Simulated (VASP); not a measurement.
# AgBr (Fm-3m) in VASP: a series of runs

Aim: see how the results for AgBr move with the level of theory and the settings. Levels: HSE06, PBE. Tasks: single point.

All numbers are computed with VASP 6.6.1; they aren't measurements. Logs are shortened: lines on timing, memory, paths and dates and some standing lists are left out, and cuts for length are marked.

## 1. The cell of the first run

It takes space group Fm-3m (No. 225, cubic). The conventional cell has a = 5.786 Å, b = 5.786 Å, c = 5.786 Å, α = 90.00°, β = 90.00°, γ = 90.00°. Within 3.8 Å of Ag (site symmetry m-3m) lie 6 Br at 2.89 Å. Within 3.8 Å of Br (site symmetry m-3m) lie 6 Ag at 2.89 Å.

## 2. Single point, HSE06, non-collinear spin, zero start, spin-orbit coupling

Input file POSCAR:

```
AgBr
1.0
    0.0000000000      2.8927623052      2.8927623052
    2.8927623052      0.0000000000      2.8927623052
    2.8927623052      2.8927623052      0.0000000000
Ag Br
1 1
Direct
    0.0000000000      0.0000000000      0.0000000000
    0.5000000000      0.5000000000      0.5000000000
```

Input file INCAR.step1:

```
  PREC = Accurate
  ENCUT = 400
  EDIFF = 1E-5
  ISMEAR = 0
  SIGMA = 0.01
  LREAL = F
  LASPH = T
  NELM = 200
  ALGO = Normal
  ISIF = 2
  LWAVE = T
  LCHARG = F
  LNONCOLLINEAR = T
  MAGMOM = 0 0 0 0 0 0
  LORBIT = 11
  LSORBIT = T
  GGA_COMPAT = F
  LORBMOM = T
  LMAXMIX = 4
  NBANDS = 30
  GGA = PE
```

Input file INCAR.step2:

```
  PREC = Accurate
  ENCUT = 400
  EDIFF = 1E-6
  ISMEAR = 0
  SIGMA = 0.01
  LREAL = F
  LASPH = T
  NELM = 200
  ALGO = Normal
  ISIF = 2
  LWAVE = F
  LCHARG = F
  LNONCOLLINEAR = T
  MAGMOM = 0 0 0 0 0 0
  LORBIT = 11
  LSORBIT = T
  GGA_COMPAT = F
  LORBMOM = T
  LMAXMIX = 4
  GGA = PE
  LHFCALC = T
  HFSCREEN = 0.2079
  PRECFOCK = Normal
  NBANDS = 30
  ISTART = 1
```

Input file KPOINTS:

```
regular mesh
0
Gamma
  4 4 4
```

Potentials or basis: VASP PAW PBE potentials, release 64 (Ag, Br).

Launch:

```bash
cat potpaw_PBE.64/Ag/POTCAR potpaw_PBE.64/Br/POTCAR > POTCAR
cp INCAR.step1 INCAR
mpirun -np 1 vasp_ncl > vasp.out
cp INCAR.step2 INCAR
mpirun -np 1 vasp_ncl > vasp.out
```

OUTCAR:

```text
PREC = Accurate
   ENCUT = 400
   EDIFF = 1E-6
   ISMEAR = 0
   LREAL = F
   LASPH = T
   NELM = 200
   ISIF = 2
   LNONCOLLINEAR = T
   LORBIT = 11
   LSORBIT = T
   GGA = PE
   LHFCALC = T
   HFSCREEN = 0.2079
   PRECFOCK = Normal
   ISTART = 1

 ion  position               nearest neighbor table
   1  0.000  0.000  0.000-   2 2.89   2 2.89   2 2.89   2 2.89   2 2.89   2 2.89
   2  0.500  0.500  0.500-   1 2.89   1 2.89   1 2.89   1 2.89   1 2.89   1 2.89

  LATTYP: Found a face centered cubic cell.
 ALAT       =     5.7855246104

  Lattice vectors:

 A1 = (   0.0000000000,   2.8927623052,   2.8927623052)
 A2 = (   2.8927623052,   0.0000000000,   2.8927623052)
 A3 = (   2.8927623052,   2.8927623052,   0.0000000000)

Analysis of symmetry for initial positions (statically):
=====================================================================
 Subroutine PRICEL returns:
 Original cell was already a primitive cell.

 Routine SETGRP: Setting up the symmetry group for a
 face centered cubic supercell.

 Subroutine GETGRP returns: Found 48 space group operations
 (whereof 48 operations were pure point group operations)
 out of a pool of 48 trial point group operations.

The static configuration has the point symmetry O_h .

Analysis of symmetry for dynamics (positions and initial velocities):
=====================================================================
 Subroutine PRICEL returns:
 Original cell was already a primitive cell.

 Routine SETGRP: Setting up the symmetry group for a
 face centered cubic supercell.

 Subroutine GETGRP returns: Found 48 space group operations
 (whereof 48 operations were pure point group operations)
 out of a pool of 48 trial point group operations.

The dynamic configuration has the point symmetry O_h .

Analysis of structural, dynamic, and magnetic symmetry:
=====================================================================
 Subroutine PRICEL returns:
 Original cell was already a primitive cell.

 Routine SETGRP: Setting up the symmetry group for a
 face centered cubic supercell.

 Subroutine GETGRP returns: Found 48 space group operations
 (whereof 48 operations were pure point group operations)
 out of a pool of 48 trial point group operations.

The overall configuration has the point symmetry O_h .

 Subroutine INISYM returns: Found 48 space group operations
 (whereof 48 operations are pure point group operations),
 and found     1 'primitive' translations

----------------------------------------------------------------------------------------

                                     Primitive cell

  volume of cell :      48.4137

  direct lattice vectors                    reciprocal lattice vectors
     0.000000000  2.892762305  2.892762305    -0.172845173  0.172845173  0.172845173
     2.892762305  0.000000000  2.892762305     0.172845173 -0.172845173  0.172845173
     2.892762305  2.892762305  0.000000000     0.172845173  0.172845173 -0.172845173

  length of vectors
     4.090983685  4.090983685  4.090983685     0.299376621  0.299376621  0.299376621

  position of ions in fractional coordinates (direct lattice)
     0.000000000  0.000000000  0.000000000
     0.500000000  0.500000000  0.500000000

  ion indices of the primitive-cell ions
   primitive index   ion index
                 1           1
                 2           2

----------------------------------------------------------------------------------------

 KPOINTS: regular mesh

Automatic generation of k-mesh.
 Grid dimensions read from file:
 generate k-points for:    4    4    4

 Generating k-lattice:

  Cartesian coordinates                     Fractional coordinates (reciprocal lattice)
    -0.043211293  0.043211293  0.043211293     0.250000000  0.000000000  0.000000000
     0.043211293 -0.043211293  0.043211293     0.000000000  0.250000000  0.000000000
     0.043211293  0.043211293 -0.043211293     0.000000000  0.000000000  0.250000000

  Length of vectors
     0.074844155  0.074844155  0.074844155

  Shift w.r.t. Gamma in fractional coordinates (k-lattice)
     0.000000000  0.000000000  0.000000000

 Subroutine IBZKPT returns following result:
 ===========================================

 Found      8 irreducible k-points:

 Following reciprocal coordinates:
            Coordinates               Weight
  0.000000  0.000000  0.000000      1.000000
  0.250000  0.000000  0.000000      8.000000
  0.500000  0.000000  0.000000      4.000000
[... 43 lines left out ...]
     AMIX_MAG =   1.60;   BMIX_MAG =  1.00
  volume/ion in A,a.u.               =      24.21       163.36
  Fermi-wavevector in a.u.,A,eV,Ry     =   1.177180  2.224548 18.854315  1.385753
  Thomas-Fermi vector in A             =   2.313531
   LORBIT       =     11    0 simple, 1 ext, 2 COOP (PROOUT), +10 PAW based schemes
   GGA     = PE    functional components
   LHFCALC =     T    Hartree Fock is set to
   PRECFOCK=normal    Normal, Fast or Accurate (Low or Medium for compatibility)
   ENCUT4O =  -1.0   cutoff for four orbital integrals eV
   NKREDX  =     1    reduce k-point grid by
   NKREDY  =     1    reduce k-point grid by
   NKREDZ  =     1    reduce k-point grid by
   AEXX    =    0.2500 exact exchange contribution
   HFSCREEN=    0.2079 screening length (either q_TF or 0.3 A-1)
   HFSCREENC=   0.2079 screening length for correlation (either q_TF or 0.3 A-1)
   ENCUTFOCK=  -1.0 apply spherical cutoff to Coloumb kernel
   IVDW    =     0    specifies the selected vdW correction
   LEPSILON=     F    determine dielectric tensor
   LRPA    =     F    only Hartree local field effects (RPA)
 Gauss-broadening in eV      SIGMA  =   0.01
  energy-cutoff  :      400.00
  volume of cell :       48.41
 maximum number of plane-waves:      1788
 NGX is ok and might be reduce to    28
  NGX = 24; NGY = 24; NGZ = 24

 number of electron      17.9999992 magnetization      -0.0000000     -0.0000003     -0.0000005

 number of electron      17.9999992 magnetization       0.0000000      0.0000000     -0.0000000

 number of electron      17.9999992 magnetization      -0.0000000     -0.0000000      0.0000000

 Free energy of the ion-electron system (eV)
  ---------------------------------------------------
  ext. energy  EPLUGINS =         0.00000000
  ---------------------------------------------------
  free energy    TOTEN  =        -6.12998759 eV

  energy without entropy =       -6.12998759  energy(sigma->0) =       -6.12998759

 E-fermi :   2.6207     XC(G=0):  -8.0445

 val. band max:        2.5257522356   @ k =   0.5000   0.0000   0.0000
 cond. band min:       4.4359878599   @ k =   0.0000   0.0000   0.0000
 fundamental gap:      1.9102356243
 Fermi energy:         2.6206547321

 k-point     1 :       0.0000    0.0000    0.0000
  band No.  band energies     occupation
      1     -13.5177      1.00000
      2     -13.5177      1.00000
      3      -1.1636      1.00000
      4      -1.1636      1.00000
      5      -1.1636      1.00000
      6      -1.1636      1.00000
[... 253 lines left out ...]
     29      16.8715      0.00000
     30      16.8715      0.00000

------------------------ aborting loop because EDIFF is reached ----------------------------------------

  FORCE on cell =-STRESS in cart. coord.  units (eV):
  Direction    XX          YY          ZZ          XY          YZ          ZX
  --------------------------------------------------------------------------------------
  -------------------------------------------------------------------------------------
  Total        0.2428716      0.2428716      0.2428716     -0.0000000      0.0000000     -0.0000000
  in kB        8.0374649      8.0374649      8.0374649     -0.0000000      0.0000000     -0.0000000
  external PRESSURE =       8.0374649 kB  Pullay stress =       0.0000000 kB

 VOLUME and BASIS-vectors are now :
 -----------------------------------------------------------------------------
  energy-cutoff  :      400.00
  volume of cell :       48.41
      direct lattice vectors                 reciprocal lattice vectors
     0.000000000  2.892762305  2.892762305    -0.172845173  0.172845173  0.172845173
     2.892762305  0.000000000  2.892762305     0.172845173 -0.172845173  0.172845173
     2.892762305  2.892762305  0.000000000     0.172845173  0.172845173 -0.172845173

 POSITION                                       TOTAL-FORCE (eV/Angst)
 -----------------------------------------------------------------------------------
      0.00000      0.00000      0.00000        -0.000000      0.000000     -0.000000
      2.89276      2.89276      2.89276         0.000000     -0.000000      0.000000
 -----------------------------------------------------------------------------------
    total drift:                               -0.000005     -0.000007     -0.000007

  FREE ENERGIE OF THE ION-ELECTRON SYSTEM (eV)
  ---------------------------------------------------
  free  energy   TOTEN  =        -6.1299875876 eV

  energy  without entropy=       -6.1299875876  energy(sigma->0) =       -6.12998759

 orbital moment (x)

 # of ion     p       d       tot
 ----------------------------------------
  1        -0.000   0.000   0.000
  2         0.000   0.000   0.000
 ----------------------------------------
            0.000   0.000   0.000

 orbital moment (y)

 # of ion     p       d       tot
 ----------------------------------------
  1        -0.000   0.000   0.000
  2         0.000   0.000   0.000
 ----------------------------------------
            0.000   0.000   0.000

 orbital moment (z)

 # of ion     p       d       tot
 ----------------------------------------
  1        -0.000   0.000   0.000
  2         0.000   0.000   0.000
 ----------------------------------------
            0.000   0.000   0.000

 Spin-Orbit-Coupling matrix elements

 Ion:    1  E_soc:     -0.0370417
 l=   1
     0.0000000    -0.0008523    -0.0008523
    -0.0008523     0.0000000    -0.0008523
    -0.0008523    -0.0008523     0.0000000
 l=   2
     0.0000000    -0.0010710     0.0000000    -0.0010710    -0.0042503
    -0.0010710     0.0000000    -0.0031877    -0.0010710    -0.0010626
     0.0000000    -0.0031877     0.0000000    -0.0031877     0.0000000
    -0.0010710    -0.0010710    -0.0031877     0.0000000    -0.0010626
    -0.0042503    -0.0010626     0.0000000    -0.0010626     0.0000000
 l=   3
     0.0000000     0.0000000     0.0000000     0.0000000     0.0000000     0.0000000     0.0000000
     0.0000000     0.0000000     0.0000000     0.0000000     0.0000000     0.0000000     0.0000000
     0.0000000     0.0000000     0.0000000     0.0000000     0.0000000     0.0000000     0.0000000
     0.0000000     0.0000000     0.0000000     0.0000000     0.0000000     0.0000000     0.0000000
     0.0000000     0.0000000     0.0000000     0.0000000     0.0000000     0.0000000     0.0000000
     0.0000000     0.0000000     0.0000000     0.0000000     0.0000000     0.0000000     0.0000000
     0.0000000     0.0000000     0.0000000     0.0000000     0.0000000     0.0000000     0.0000000

 Ion:    2  E_soc:     -0.0539351
 l=   1
     0.0000000    -0.0089795    -0.0089795
    -0.0089795     0.0000000    -0.0089795
    -0.0089795    -0.0089795     0.0000000
 l=   2
     0.0000000     0.0000003     0.0000000     0.0000003    -0.0000100
     0.0000003     0.0000000    -0.0000075     0.0000003    -0.0000025
     0.0000000    -0.0000075     0.0000000    -0.0000075     0.0000000
     0.0000003     0.0000003    -0.0000075     0.0000000    -0.0000025
    -0.0000100    -0.0000025     0.0000000    -0.0000025     0.0000000
 l=   3
     0.0000000     0.0000000     0.0000000     0.0000000     0.0000000     0.0000000     0.0000000
     0.0000000     0.0000000     0.0000000     0.0000000     0.0000000     0.0000000     0.0000000
     0.0000000     0.0000000     0.0000000     0.0000000     0.0000000     0.0000000     0.0000000
     0.0000000     0.0000000     0.0000000     0.0000000     0.0000000     0.0000000     0.0000000
     0.0000000     0.0000000     0.0000000     0.0000000     0.0000000     0.0000000     0.0000000
     0.0000000     0.0000000     0.0000000     0.0000000     0.0000000     0.0000000     0.0000000
     0.0000000     0.0000000     0.0000000     0.0000000     0.0000000     0.0000000     0.0000000

 total charge

# of ion       s       p       d       tot
------------------------------------------
    1        0.194   0.135   9.422   9.752
    2        1.606   3.259   0.020   4.885
--------------------------------------------------
tot          1.800   3.395   9.442  14.637

 magnetization (x)

# of ion       s       p       d       tot
------------------------------------------
    1        0.000  -0.000  -0.000  -0.000
    2        0.000  -0.000  -0.000  -0.000
--------------------------------------------------
tot          0.000  -0.000  -0.000  -0.000

 magnetization (y)

# of ion       s       p       d       tot
------------------------------------------
    1        0.000   0.000   0.000   0.000
    2        0.000   0.000  -0.000   0.000
--------------------------------------------------
tot          0.000   0.000   0.000   0.000

 magnetization (z)

# of ion       s       p       d       tot
------------------------------------------
    1        0.000  -0.000  -0.000  -0.000
    2       -0.000   0.000   0.000   0.000
--------------------------------------------------
tot         -0.000   0.000  -0.000   0.000
```

Run time: 28 min. Hardware: 1 thread of Intel Xeon Platinum 8259CL at 2.50GHz (Skylake/Cascade Lake), shared host; peak memory 0.37 GiB.

Results:

```
Free energy                                           : -6.1300 eV
Pressure                                              : 0.8 GPa
Net moment                                            : 0.00 μB per cell
Valence electrons inside the program's atomic spheres : Ag 9.75; Br 4.88
```

Moments on the atoms (μB; x, y, z):
```
Ag  0.00 0.00 0.00
Br  0.00 0.00 0.00
```

Caveat: the k points lie up to 0.47 Å⁻¹ apart; the PAW data sets were made with another functional, which shifts forces and pressure a little.

## 3. Single point, PBE

This run uses another cell than the first one, of 24.94 Å³/atom.

Input file INCAR:

```
SYSTEM = AgBr
ALGO = Normal
EDIFF = 1E-6
ENCUT = 630
GGA = PE
GGA_COMPAT = .False.
ISIF = 2
ISMEAR = -1
LASPH = .True.
LCHARG = .False.
LREAL = .False.
LWAVE = .False.
NBANDS = 20
NELM = 120
PREC = Accurate
SIGMA = 0.02
```

Input file KPOINTS:

```
k-points
0
Gamma
  8 8 8
  0 0 0
```

Input file POSCAR:

```
AgBr
1.0
    0.0000000000      2.9216612931      2.9216612931
    2.9216612931      0.0000000000      2.9216612931
    2.9216612931      2.9216612931      0.0000000000
Ag Br
1 1
Direct
    0.0000000000      0.0000000000      0.0000000000
    0.5000000000      0.5000000000      0.5000000000
```

Potentials or basis: VASP PAW PBE potentials, release 64 (Ag_sv_GW, Br).

Launch:

```bash
cat potpaw_PBE.64/Ag_sv_GW/POTCAR potpaw_PBE.64/Br/POTCAR > POTCAR
mpirun -np 1 vasp_std > vasp.out
```

OUTCAR:

```text
SYSTEM = AgBr
   EDIFF = 1E-6
   ENCUT = 630
   GGA = PE
   ISIF = 2
   ISMEAR = -1
   LASPH = .True.
   LREAL = .False.
   NELM = 120
   PREC = Accurate

 ion  position               nearest neighbor table
   1  0.000  0.000  0.000-
   2  0.500  0.500  0.500-

  LATTYP: Found a face centered cubic cell.
 ALAT       =     5.8433225862

  Lattice vectors:

 A1 = (   0.0000000000,   2.9216612931,   2.9216612931)
 A2 = (   2.9216612931,   0.0000000000,   2.9216612931)
 A3 = (   2.9216612931,   2.9216612931,   0.0000000000)

Analysis of symmetry for initial positions (statically):
=====================================================================
 Subroutine PRICEL returns:
 Original cell was already a primitive cell.

 Routine SETGRP: Setting up the symmetry group for a
 face centered cubic supercell.

 Subroutine GETGRP returns: Found 48 space group operations
 (whereof 48 operations were pure point group operations)
 out of a pool of 48 trial point group operations.

The static configuration has the point symmetry O_h .

Analysis of symmetry for dynamics (positions and initial velocities):
=====================================================================
[... 157 lines left out ...]

 E-fermi :   2.9499     XC(G=0):  -9.6932

 val. band max:        2.5833224354   @ k =   0.5000   0.0000   0.0000
 cond. band min:       3.2709266657   @ k =   0.0000   0.0000   0.0000
 fundamental gap:      0.6876042304
 Fermi energy:         2.9498799780

 k-point     1 :       0.0000    0.0000    0.0000
  band No.  band energies     occupation
      1     -87.3641      2.00000
      2     -50.8864      2.00000
      3     -50.8864      2.00000
      4     -50.8864      2.00000
      5     -12.1652      2.00000
      6       0.0016      2.00000
[... 541 lines left out ...]
     19      15.0142      0.00000
     20      16.7361      0.00000

 [... further k-points ...]

------------------------ aborting loop because EDIFF is reached ----------------------------------------

  FORCE on cell =-STRESS in cart. coord.  units (eV):
  Direction    XX          YY          ZZ          XY          YZ          ZX
  --------------------------------------------------------------------------------------
  -------------------------------------------------------------------------------------
  Total       -0.0353151     -0.0353151     -0.0353151     -0.0000000     -0.0000000      0.0000000
  in kB       -1.1343614     -1.1343614     -1.1343614     -0.0000000     -0.0000000      0.0000000
  external PRESSURE =      -1.1343614 kB  Pullay stress =       0.0000000 kB

 VOLUME and BASIS-vectors are now :
 -----------------------------------------------------------------------------
  energy-cutoff  :      630.00
  volume of cell :       49.88
      direct lattice vectors                 reciprocal lattice vectors
     0.000000000  2.921661293  2.921661293    -0.171135512  0.171135512  0.171135512
     2.921661293  0.000000000  2.921661293     0.171135512 -0.171135512  0.171135512
     2.921661293  2.921661293  0.000000000     0.171135512  0.171135512 -0.171135512

 POSITION                                       TOTAL-FORCE (eV/Angst)
 -----------------------------------------------------------------------------------
      0.00000      0.00000      0.00000        -0.000000     -0.000000      0.000000
      2.92166      2.92166      2.92166         0.000000      0.000000     -0.000000
 -----------------------------------------------------------------------------------
    total drift:                               -0.000000      0.000000      0.000000

  FREE ENERGIE OF THE ION-ELECTRON SYSTEM (eV)
  ---------------------------------------------------
  free  energy   TOTEN  =        -2.9399078538 eV

  energy  without entropy=       -2.9399078535  energy(sigma->0) =       -2.93990785
```

Wall time 55 s (1 thread of AMD EPYC 7R43 (Zen 3), shared host); peak memory 0.2 GiB.

What came out:

| Item | Value |
| --- | --- |
| Free energy | -2.9399 eV |
| Pressure | -0.1 GPa |
| Band gap on the k mesh | 0.69 eV (least direct gap 2.43 eV) |

Caveat: semilocal functionals underestimate gaps, and a narrow one can read as zero. PBE gaps usually lie below the measured ones, often by a third to a half.
